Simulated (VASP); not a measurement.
Here is a VASP 6.6.1 calculation.

INCAR

```
PREC = Accurate
ENCUT = 520
EDIFF = 1E-7
ISMEAR = 0
SIGMA = 0.15
LREAL = False
LASPH = True
NELM = 100
ALGO = Fast
ISIF = 2
LWAVE = False
LCHARG = False
GGA = PE
NBANDS = 19
```

Contents of KPOINTS:

```
Automatic mesh
0
Gamma
  24 24 10
```

Contents of POSCAR:

```
Zn
1.0
    2.7713899753      0.0000000000      0.0000000000
   -1.3856949877      2.4000941224      0.0000000000
    0.0000000000      0.0000000000      4.5509640000
Zn
2
Direct
    0.3333333333      0.6666666667      0.2500000000
    0.6666666667      0.3333333333      0.7500000000
```

Potentials or basis: VASP PAW PBE potentials, release 64 (Zn).

Command:

```sh
$ cat potpaw_PBE.64/Zn/POTCAR > POTCAR
$ mpirun -np 1 vasp_std > vasp.out
```

Problem. Estimate the band gap on the k mesh.

Solution. Zero (bands 12 and 13 overlap by 3.20 eV).

Problem. Estimate the pressure.

Solution. -0.6 GPa.

Stress tensor (GPa, compression positive):
```
-1.21  0.00  0.00
 0.00 -1.21  0.00
 0.00  0.00  0.68
```

Caveat: the cell differs from its parent crystal (strain +0.040 along x and y, -0.080 along z).
